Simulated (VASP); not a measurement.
Here is a VASP 6.6.1 calculation.

Contents of INCAR:

```
PREC = Accurate
ENCUT = 520
EDIFF = 1E-6
ISMEAR = 0
SIGMA = 0.1
LREAL = False
LASPH = True
NELM = 60
ALGO = Normal
ISIF = 2
LWAVE = False
LCHARG = False
GGA = PE
NBANDS = 30
```

KPOINTS

```
Automatic mesh
0
Gamma
  14 14 14
```

Contents of POSCAR:

```
In3P
1.0
   -2.3508597666      2.3508597666      4.4444969123
    2.3508597666     -2.3508597666      4.4444969123
    2.3508597666      2.3508597666     -4.4444969123
In P
3 1
Direct
    0.0000000000      0.0000000000      0.0000000000
    0.7500000000      0.2500000000      0.5000000000
    0.2500000000      0.7500000000      0.5000000000
    0.5000000000      0.5000000000      0.0000000000
```

Potentials or basis: VASP PAW PBE potentials, release 64 (In_d, P).

The run is started by

```sh
$ cat potpaw_PBE.64/In_d/POTCAR potpaw_PBE.64/P/POTCAR > POTCAR
$ mpirun -np 1 vasp_std > vasp.out
```

(1) Estimate the band gap on the k mesh.

(2) Predict the pressure.

## Answers

(1) zero (band 22 reaches 7.92 eV, above the bottom of band 23 at 5.68 eV).

(2) 0.0 GPa.

Caveat: spin-orbit coupling is left out, which moves the levels of the heavy elements.
